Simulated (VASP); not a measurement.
# Sb (Pm-3m) in VASP: a series of runs

The runs below take Sb through single point, relaxation of cell and atoms, with PBE+D3(BJ).

Everything below comes from runs of VASP 6.6.1. Logs are shortened: lines on timing, memory, paths and dates and some standing lists are left out, and cuts for length are marked.

## 1. The cell of the first run

The structure is cubic, space group Pm-3m (No. 221). Conventional cell: a = 3.062 Å, b = 3.062 Å, c = 3.062 Å, α = 90.00°, β = 90.00°, γ = 90.00°. Sb (site symmetry m-3m) has 6 Sb at 3.06 Å within 4.0 Å.

This isn't the form of Sb at room conditions, which is rhombohedral.

## 2. Single point, PBE+D3(BJ)

Input file INCAR:

```
ALGO     = Normal         # electronic algorithm
EDIFF    = 1E-6           # SCF threshold, eV
ENCUT    = 520            # plane-wave cutoff, eV
GGA      = PE             # functional
ISIF     = 2              # what is computed and relaxed
ISMEAR   = 0              # smearing method
IVDW     = 12             # dispersion correction
LASPH    = True           # aspherical terms in the spheres
LCHARG   = True           # write CHGCAR
LELF     = True           # ELF
LREAL    = False          # projectors in reciprocal space
LVHAR    = True         
LWAVE    = False          # write WAVECAR
NBANDS   = 8              # bands
NELM     = 60             # most SCF steps
PREC     = Accurate       # precision mode
SIGMA    = 0.1            # smearing width, eV
```

Input file KPOINTS:

```
k-points
0
Gamma
  14 14 14
```

Input file POSCAR:

```
Sb
1.0
    3.0616091772      0.0000000000      0.0000000000
    0.0000000000      3.0616091772      0.0000000000
    0.0000000000      0.0000000000      3.0616091772
Sb
1
Direct
    0.0000000000      0.0000000000      0.0000000000
```

Potentials or basis: VASP PAW PBE potentials, release 64 (Sb).

On the command line:

```bash
cat potpaw_PBE.64/Sb/POTCAR > POTCAR
mpirun -np 1 vasp_std > vasp.out
```

OUTCAR:

```text
EDIFF = 1E-6
   ENCUT = 520
   GGA = PE
   ISIF = 2
   ISMEAR = 0
   IVDW = 12
   LASPH = True
   LREAL = False
   NELM = 60
   PREC = Accurate
 IVDW          = 12

 ion  position               nearest neighbor table
   1  0.000  0.000  0.000-

  LATTYP: Found a simple cubic cell.
 ALAT       =     3.0616091772

  Lattice vectors:

 A1 = (   3.0616091772,   0.0000000000,   0.0000000000)
 A2 = (   0.0000000000,   3.0616091772,   0.0000000000)
 A3 = (   0.0000000000,   0.0000000000,   3.0616091772)

Analysis of symmetry for initial positions (statically):
=====================================================================
 Subroutine PRICEL returns:
 Original cell was already a primitive cell.

 Routine SETGRP: Setting up the symmetry group for a
 simple cubic supercell.

 Subroutine GETGRP returns: Found 48 space group operations
 (whereof 48 operations were pure point group operations)
 out of a pool of 48 trial point group operations.

The static configuration has the point symmetry O_h .

Analysis of symmetry for dynamics (positions and initial velocities):
=====================================================================
 Subroutine PRICEL returns:
 Original cell was already a primitive cell.

 Routine SETGRP: Setting up the symmetry group for a
 simple cubic supercell.

 Subroutine GETGRP returns: Found 48 space group operations
 (whereof 48 operations were pure point group operations)
 out of a pool of 48 trial point group operations.

The dynamic configuration has the point symmetry O_h .

 Subroutine INISYM returns: Found 48 space group operations
 (whereof 48 operations are pure point group operations),
 and found     1 'primitive' translations

----------------------------------------------------------------------------------------

                                     Primitive cell

  volume of cell :      28.6978

  direct lattice vectors                    reciprocal lattice vectors
     3.061609177  0.000000000  0.000000000     0.326625621  0.000000000  0.000000000
     0.000000000  3.061609177  0.000000000     0.000000000  0.326625621  0.000000000
     0.000000000  0.000000000  3.061609177     0.000000000  0.000000000  0.326625621

  length of vectors
     3.061609177  3.061609177  3.061609177     0.326625621  0.326625621  0.326625621

  position of ions in fractional coordinates (direct lattice)
     0.000000000  0.000000000  0.000000000

  ion indices of the primitive-cell ions
   primitive index   ion index
                 1           1

----------------------------------------------------------------------------------------

 KPOINTS: k-points

Automatic generation of k-mesh.
 Grid dimensions read from file:
 generate k-points for:   14   14   14

 Generating k-lattice:

  Cartesian coordinates                     Fractional coordinates (reciprocal lattice)
     0.023330402  0.000000000  0.000000000     0.071428571  0.000000000  0.000000000
     0.000000000  0.023330402  0.000000000     0.000000000  0.071428571  0.000000000
     0.000000000  0.000000000  0.023330402     0.000000000  0.000000000  0.071428571

  Length of vectors
     0.023330402  0.023330402  0.023330402

  Shift w.r.t. Gamma in fractional coordinates (k-lattice)
     0.000000000  0.000000000  0.000000000

 Subroutine IBZKPT returns following result:
 ===========================================

 Found    120 irreducible k-points:

 Following reciprocal coordinates:
            Coordinates               Weight
  0.000000  0.000000  0.000000      1.000000
  0.071429  0.000000  0.000000      6.000000
  0.142857  0.000000  0.000000      6.000000
  0.214286  0.000000  0.000000      6.000000
  0.285714  0.000000  0.000000      6.000000
  0.357143  0.000000  0.000000      6.000000
[... 16 lines left out ...]
  0.285714  0.214286  0.000000     24.000000
  0.357143  0.214286  0.000000     24.000000
 [... further k-points ...]
   k-points           NKPTS =    120   k-points in BZ     NKDIM =    120   number of bands    NBANDS=      8
   number of dos      NEDOS =    301   number of ions     NIONS =      1
   total plane-waves  NPLWV =  13824
   dimension x,y,z NGX =    24 NGY =   24 NGZ =   24
   dimension x,y,z NGXF=    48 NGYF=   48 NGZF=   48
   ions per type =               1
   NGX,Y,Z   is equivalent  to a cutoff of  13.03, 13.03, 13.03 a.u.
   NGXF,Y,Z  is equivalent  to a cutoff of  26.06, 26.06, 26.06 a.u.
 SYSTEM =  unknown system
   PREC   = accura    normal or accurate (medium, high low for compatibility)
   ISTART =      0    job   : 0-new  1-cont  2-samecut
   ICHARG =      2    charge: 1-file 2-atom 10-const
   ISPIN  =      1    spin polarized calculation?
   LNONCOLLINEAR =      F non collinear calculations
   LSORBIT =      F    spin-orbit coupling
   LASPH  =      T    aspherical Exc in radial PAW
   ENCUT  =  520.0 eV  38.22 Ry    6.18 a.u.   5.69  5.69  5.69*2*pi/ulx,y,z
   NELM   =     60;   NELMIN=  2; NELMDL= -5     # of ELM steps
   EDIFF  = 0.1E-05   stopping-criterion for ELM
   LREAL  =      F    real-space projection
   EDIFFG = 0.1E-04   stopping-criterion for IOM
   NSW    =      0    number of steps for IOM
   IBRION =     -1    ionic relax: 0-MD 1-quasi-New 2-CG
   NFREE  =      0    steps in history (QN), initial steepest desc. (CG)
   ISIF   =      2    stress and relaxation
   ISYM   =      2    0-nonsym 1-usesym 2-fastsym
   POTIM  = 0.5000    time-step for ionic-motion
   TEBEG  =    0.0;   TEEND  =   0.0 temperature during run
   PSTRESS=    0.0 pullay stress
   NELECT =       5.0000    total number of electrons
   NUPDOWN=      -1.0000    fix difference up-down
   EMIN   =  10.00;   EMAX   =-10.00  energy-range for DOS
   EFERMI =   0.00;   METHOD = LEGACY
   ISMEAR =     0;   SIGMA  =   0.10  broadening in eV -4-tet -1-fermi 0-gaus
   EFERMI_NEDOS =   21; number of points for ismear=-14 and -15
   IALGO  =     38    algorithm
   IMIX   =      4    mixing-type and parameters
     AMIX     =   0.40;   BMIX     =  1.00
     AMIX_MAG =   1.60;   BMIX_MAG =  1.00
  volume/ion in A,a.u.               =      28.70       193.66
  Fermi-wavevector in a.u.,A,eV,Ry     =   0.914355  1.727881 11.375096  0.836046
  Thomas-Fermi vector in A             =   2.038973
   LORBIT       =      0    0 simple, 1 ext, 2 COOP (PROOUT), +10 PAW based schemes
   GGA     = PE    functional components
   LHFCALC =     F    Hartree Fock is set to
   AEXX    =    0.0000 exact exchange contribution
   IVDW    =    12    specifies the selected vdW correction
   LEPSILON=     F    determine dielectric tensor
   LRPA    =     F    only Hartree local field effects (RPA)
 non-spin polarized calculation
 Gauss-broadening in eV      SIGMA  =   0.10
  energy-cutoff  :      520.00
  volume of cell :       28.70
 maximum number of plane-waves:       804
 NGX is ok and might be reduce to    24
   NGX = 11   NGY = 11   NGZ = 11

 number of electron       4.9999999 magnetization

 Free energy of the ion-electron system (eV)
  ---------------------------------------------------
  ext. energy  EPLUGINS =         0.00000000
  ---------------------------------------------------
  free energy    TOTEN  =        -4.08467440 eV

  energy without entropy =       -4.08099267  energy(sigma->0) =       -4.08283354

 E-fermi :   7.5819     XC(G=0):  -9.7893

 val. band max:        7.5805234449   @ k =   0.2143   0.2143   0.1429
 cond. band min:       7.6166514050   @ k =   0.5000   0.2857   0.2143
 fundamental gap:      0.0361279602
 Fermi energy:         7.5819180203

 k-point     1 :       0.0000    0.0000    0.0000
  band No.  band energies     occupation
      1      -5.0581      2.00000
      2      10.9987      0.00000
      3      10.9987      0.00000
      4      10.9987      0.00000
      5      14.5896      0.00000
      6      14.5896      0.00000
      7      16.1355      0.00000
      8      25.4873      0.00000

 k-point     2 :       0.0714    0.0000    0.0000
  band No.  band energies     occupation
      1      -4.9810      2.00000
      2      10.0080      0.00000
      3      11.0757      0.00000
      4      11.0757      0.00000
      5      14.6493      0.00000
      6      15.2114      0.00000
      7      16.6654      0.00000
      8      24.7963      0.00000

 k-point     3 :       0.1429    0.0000    0.0000
  band No.  band energies     occupation
      1      -4.7517      2.00000
      2       8.2321      0.00000
      3      11.3012      0.00000
      4      11.3012      0.00000
      5      14.8275      0.00000
      6      15.7116      0.00000
      7      18.4123      0.00000
      8      23.6058      0.00000

 k-point     4 :       0.2143    0.0000    0.0000
  band No.  band energies     occupation
      1      -4.3773      2.00000
      2       6.4162      2.00000
      3      11.6569      0.00000
      4      11.6569      0.00000
      5      15.1212      0.00000
      6      16.1013      0.00000
      7      20.5545      0.00000
      8      22.3635      0.00000

 k-point     5 :       0.2857    0.0000    0.0000
  band No.  band energies     occupation
      1      -3.8756      2.00000
      2       4.7351      2.00000
      3      12.1069      0.00000
      4      12.1069      0.00000
      5      15.5217      0.00000
      6      16.5761      0.00000
      7      21.1882      0.00000
      8      21.1882      0.00000
[... 177 lines left out ...]
 k-point    22 :       0.2143    0.2143    0.0000
  band No.  band energies     occupation
      1      -3.6951      2.00000
      2       6.8487      2.00000
      3       7.3105      1.99988
      4      12.3210      0.00000
      5      16.0643      0.00000
      6      17.5500      0.00000
      7      20.5247      0.00000
      8      21.7198      0.00000

 k-point    23 :       0.2857    0.2143    0.0000
  band No.  band energies     occupation
      1      -3.1917      2.00000
      2       5.3673      2.00000
      3       7.5772      1.05365
      4      12.7755      0.00000
      5      15.8082      0.00000
      6      16.8508      0.00000
      7      21.2080      0.00000
      8      21.6702      0.00000

 k-point    24 :       0.3571    0.2143    0.0000
  band No.  band energies     occupation
      1      -2.6046      2.00000
      2       3.9258      2.00000
      3       8.0871      0.00000
      4      13.2593      0.00000
      5      14.7263      0.00000
      6      17.2718      0.00000
      7      20.6734      0.00000
      8      20.8339      0.00000

 [... further k-points ...]

------------------------ aborting loop because EDIFF is reached ----------------------------------------

 Edisp (eV)   -0.49808

 E8    (eV) :    -0.2323

  FORCE on cell =-STRESS in cart. coord.  units (eV):
  Direction    XX          YY          ZZ          XY          YZ          ZX
  --------------------------------------------------------------------------------------
  -------------------------------------------------------------------------------------
  Total      -0.00398    -0.00398    -0.00398    -0.00000    -0.00000     0.00000
  in kB      -0.22210    -0.22210    -0.22210    -0.00000    -0.00000     0.00000
  external pressure =       -0.22 kB  Pullay stress =        0.00 kB

 VOLUME and BASIS-vectors are now :
 -----------------------------------------------------------------------------
  energy-cutoff  :      520.00
  volume of cell :       28.70
      direct lattice vectors                 reciprocal lattice vectors
     3.061609177  0.000000000  0.000000000     0.326625621  0.000000000  0.000000000
     0.000000000  3.061609177  0.000000000     0.000000000  0.326625621  0.000000000
     0.000000000  0.000000000  3.061609177     0.000000000  0.000000000  0.326625621

 POSITION                                       TOTAL-FORCE (eV/Angst)
 -----------------------------------------------------------------------------------
      0.00000      0.00000      0.00000         0.000000      0.000000      0.000000
 -----------------------------------------------------------------------------------
    total drift:                                0.000000      0.000000      0.000000

  FREE ENERGIE OF THE ION-ELECTRON SYSTEM (eV)
  ---------------------------------------------------
  free  energy   TOTEN  =        -4.5827530327 eV

  energy  without entropy=       -4.5790713014  energy(sigma->0) =       -4.58091217
```

Run time: 25 s. Hardware: 1 thread of AMD EPYC 7R13, shared host; peak memory 0.13 GiB.

What came out:

```yaml
Free_energy: -4.5828 eV
Pressure: 0.0 GPa
Band_gap_on_the_k_mesh: zero (an odd number of electrons rules out a gap without spin polarisation)
Dispersion_energy_per_atom: -0.498 eV
```

Caveat: spin-orbit coupling is left out, which moves the levels of the heavy elements.

## 3. Relaxation of cell and atoms, PBE+D3(BJ)

This run uses another cell than the first one, of 29.31 Å³/atom.

Input file INCAR:

```
SYSTEM = Sb
ALGO = Normal ; EDIFF = 1E-7
EDIFFG = -0.005 ; ENCUT = 600
GGA = PE ; IBRION = 2
ISIF = 3 ; ISMEAR = 0
IVDW = 12 ; LASPH = .True.
LCHARG = .False. ; LREAL = .False.
LWAVE = .False. ; NELM = 60
NSW = 100 ; PREC = Accurate
SIGMA = 0.1
```

Input file KPOINTS:

```
k-points
0
Gamma
  14 14 14
  0 0 0
```

Input file POSCAR:

```
Sb
1.0
    3.0833436100      0.0000000000      0.0000000000
    0.0000000000      3.0833436100      0.0000000000
    0.0000000000      0.0000000000      3.0833436100
Sb
1
Direct
    0.0000000000      0.0000000000      0.0000000000
```

Potentials or basis: VASP PAW PBE potentials, release 64 (Sb).

On the command line:

```bash
cat potpaw_PBE.64/Sb/POTCAR > POTCAR
mpirun -np 1 vasp_std > vasp.out
```

OUTCAR:

```text
SYSTEM = Sb
   EDIFF = 1E-7
   EDIFFG = -0.005
   ENCUT = 600
   GGA = PE
   IBRION = 2
   ISIF = 3
   ISMEAR = 0
   IVDW = 12
   LASPH = .True.
   LREAL = .False.
   NELM = 60
   NSW = 100
   PREC = Accurate
 IVDW          = 12

 ion  position               nearest neighbor table
   1  0.000  0.000  0.000-

  LATTYP: Found a simple cubic cell.
 ALAT       =     3.0833436100

  Lattice vectors:

 A1 = (   3.0833436100,   0.0000000000,   0.0000000000)
 A2 = (   0.0000000000,   3.0833436100,   0.0000000000)
 A3 = (   0.0000000000,   0.0000000000,   3.0833436100)

Analysis of symmetry for initial positions (statically):
=====================================================================
 Subroutine PRICEL returns:
 Original cell was already a primitive cell.

 Routine SETGRP: Setting up the symmetry group for a
 simple cubic supercell.

[... 243 lines left out ...]

 number of electron       5.0000000 magnetization

 Free energy of the ion-electron system (eV)
  ---------------------------------------------------
  ext. energy  EPLUGINS =         0.00000000
  ---------------------------------------------------
  free energy    TOTEN  =        -4.08445608 eV

  energy without entropy =       -4.08077664  energy(sigma->0) =       -4.08261636

 E-fermi :   7.5884     XC(G=0):  -9.7914

 val. band max:        7.5867759429   @ k =   0.2143   0.2143   0.1429
 cond. band min:       7.6231157373   @ k =   0.5000   0.2857   0.2143
 fundamental gap:      0.0363397945
 Fermi energy:         7.5884149569

 k-point     1 :       0.0000    0.0000    0.0000
  band No.  band energies     occupation
      1      -5.0557      2.00000
      2      11.0063      0.00000
      3      11.0063      0.00000
      4      11.0063      0.00000
      5      14.5964      0.00000
      6      14.5964      0.00000
[... 199 lines left out ...]
 k-point    24 :       0.3571    0.2143    0.0000
  band No.  band energies     occupation
      1      -2.6008      2.00000
      2       3.9300      2.00000
      3       8.0936      0.00000
      4      13.2685      0.00000
      5      14.7330      0.00000
      6      17.2797      0.00000

 [... further k-points ...]

------------------------ aborting loop because EDIFF is reached ----------------------------------------

 Edisp (eV)   -0.49833

 E8    (eV) :    -0.2324
[... 24 lines left out ...]
  FREE ENERGIE OF THE ION-ELECTRON SYSTEM (eV)
  ---------------------------------------------------
  free  energy   TOTEN  =        -4.5827850743 eV

  energy  without entropy=       -4.5791056336  energy(sigma->0) =       -4.58094535

 reached required accuracy - stopping structural energy minimisation
```

Wall time 69 s (1 thread of AMD EPYC 7R13, shared host); peak memory 0.16 GiB.

Results:

| Item | Value |
| --- | --- |
| Free energy | -4.5828 eV |
| Relaxed volume | 28.68 Å³/atom |
| Relaxed cell | a = 3.061 Å, b = 3.061 Å, c = 3.061 Å, α = 90.00°, β = 90.00°, γ = 90.00° |
| Space group after relaxing (to 0.1 Å) | Pm-3m (No. 221) |
| Energy gained by relaxing | 2.5 meV/atom |
| Ionic steps | 3 |
| Pressure after relaxing | 0.0 GPa |
| Band gap on the k mesh | zero (an odd number of electrons rules out a gap without spin polarisation) |
| Dispersion energy per atom | -0.498 eV |

Step by step:
```
step  energy change (eV)  largest force (eV/Å)  pressure (GPa)  volume (Å³)
   1              0.0000                0.0000           -1.26        29.31
   2             -0.0018                0.0000            0.75        28.35
   3             -0.0025                0.0000            0.01        28.68
```

Final structure:
```
CELL_PARAMETERS angstrom
3.06111 0.00000 0.00000
0.00000 3.06111 0.00000
0.00000 0.00000 3.06111
ATOMIC_POSITIONS crystal
Sb 0.00000 0.00000 0.00000
```

Caveat: spin-orbit coupling is left out, which moves the levels of the heavy elements.
